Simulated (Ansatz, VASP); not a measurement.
# P in VASP and in Ansatz

The input INCAR:

```
SYSTEM = P
PREC     = Accurate       ! precision mode
ENCUT    = 520            ! plane-wave cutoff, eV
EDIFF    = 1E-7           ! SCF threshold, eV
ISMEAR   = 0              ! smearing method
SIGMA    = 0.05           ! smearing width, eV
LREAL    = .FALSE.        ! projectors in reciprocal space
LASPH    = .TRUE.         ! aspherical terms in the spheres
NELM     = 60             ! most SCF steps
ALGO     = Normal         ! electronic algorithm
ISIF     = 2              ! what is computed and relaxed
LWAVE    = .FALSE.        ! write WAVECAR
LCHARG   = .FALSE.        ! write CHGCAR
GGA      = PS             ! functional
NBANDS   = 18             ! bands
```

Contents of KPOINTS:

```
Automatic mesh
0
G
  8 1 6
  0 0 0
```

File POSCAR:

```
P
1.0
    3.4321636213      0.0000000000      0.0000000000
    0.0000000000     36.4441106886      0.0000000000
    0.0000000000      0.0000000000      4.4369100789
P
4
Direct
    0.0000000000      0.9696876236      0.5826201292
    0.0000000000      0.0303123764      0.4173798708
    0.5000000000      0.0303123764      0.0826201292
    0.5000000000      0.9696876236      0.9173798708
```

Input for Ansatz:

```yaml
crystal:
  lattice:
    - [3.4321636213, 0.0, 0.0]
    - [0.0, 36.4441106886, 0.0]
    - [0.0, 0.0, 4.4369100789]
  atoms:
    - { symbol: P, position: [0.0, 0.9696876236, 0.5826201292] }
    - { symbol: P, position: [0.0, 0.0303123764, 0.4173798708] }
    - { symbol: P, position: [0.5, 0.0303123764, 0.0826201292] }
    - { symbol: P, position: [0.5, 0.9696876236, 0.9173798708] }
basis:
  ecutwfc: 420
kpoints:
  mp_grid: { grid: [8, 1, 6] }
hamiltonian:
  xc: pbesol
scf:
  occupations: { method: gaussian, width: 0.05 }
output:
  forces: true
  stress: true
  eigenvalues: true
  write_density: true
  write_potential: true
  elf: true
  volumetric_format: npy
```

Change from the starting cell: strain +0.0450 x Voigt [1, 1, 0, 0, 0, 0], atoms carried along.

Alike in both runs: task single point; functional PBEsol; k mesh 8 × 1 × 6; occupations gaussian, width 0.05 eV; no spin polarisation.

|  | VASP | Ansatz |
| --- | --- | --- |
| version | VASP 6.6.1 | Ansatz 0.2.0 |
| potentials or method | VASP PAW PBE potentials, release 64 (P), cutoff 520 eV | scalar-relativistic, plane waves, PAW |
| valence electrons in the cell | 20 | 20 |

|  | VASP | Ansatz | Ansatz less VASP |
| --- | --- | --- | --- |
| gap on the k mesh at the Fermi level (eV) | 0.54 | 0.53 | -0.015 |
| least direct gap on the mesh (eV) | 0.54 | 0.53 | -0.015 |
| rms of the force components (eV/Å) | 0.419 | 0.411 | -0.0086 |

VASP's potentials were made for PBE, not for PBEsol. Atom by atom the forces differ by 0.011 eV/Å (rms over components).
